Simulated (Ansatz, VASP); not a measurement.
**Re in VASP and in Ansatz**

```
Re
1.0
     2.70437    0.00000    0.00000
    -1.35218    2.34205    0.00000
     0.00000    0.00000    4.36909
Re
2
Cartesian
  0.0000 1.5614 0.9559
  1.3522 0.7807 3.4132
```

Change from the starting cell: mode 4 frozen in at -0.139 Å, equal normal strain along x, y and z -0.0167.

Alike in both runs: task single point; functional PBEsol; k mesh 18 × 18 × 10; occupations gaussian, width 0.15 eV; no spin polarisation.

|  | VASP | Ansatz |
| --- | --- | --- |
| version | VASP 6.6.1 | Ansatz 0.2.0 |
| potentials or method | VASP PAW PBE potentials, release 64 (Re), cutoff 520 eV | scalar-relativistic, plane waves, PAW |
| valence electrons in the cell | 14 | 30 |

Ansatz gave:

| Quantity | Value |
| --- | --- |
| gap on the k mesh at the Fermi level (eV) | none |
| pressure (GPa) | 38.0 |
| traceless stress, the component that is largest in VASP (GPa) | 8.64 |
| rms of the force components (eV/Å) | 2.716 |

Task: Which values does VASP return?

Result: gap on the k mesh at the Fermi level (eV): none; pressure (GPa): 38.8; traceless stress, the component that is largest in VASP (GPa): 8.16; rms of the force components (eV/Å): 2.670.

VASP's potentials were made for PBE, not for PBEsol. Atom by atom the forces differ by 0.047 eV/Å (rms over components). A gap of «none» marks a metal or a gap that the smearing closes. Both programs put the cell under a high pressure, so it lies far from rest at this level. VASP's potentials hold 14 valence electrons a cell and Ansatz's 30, so a difference there can come from the potentials and not from the codes.

Spin-orbit coupling is off throughout.
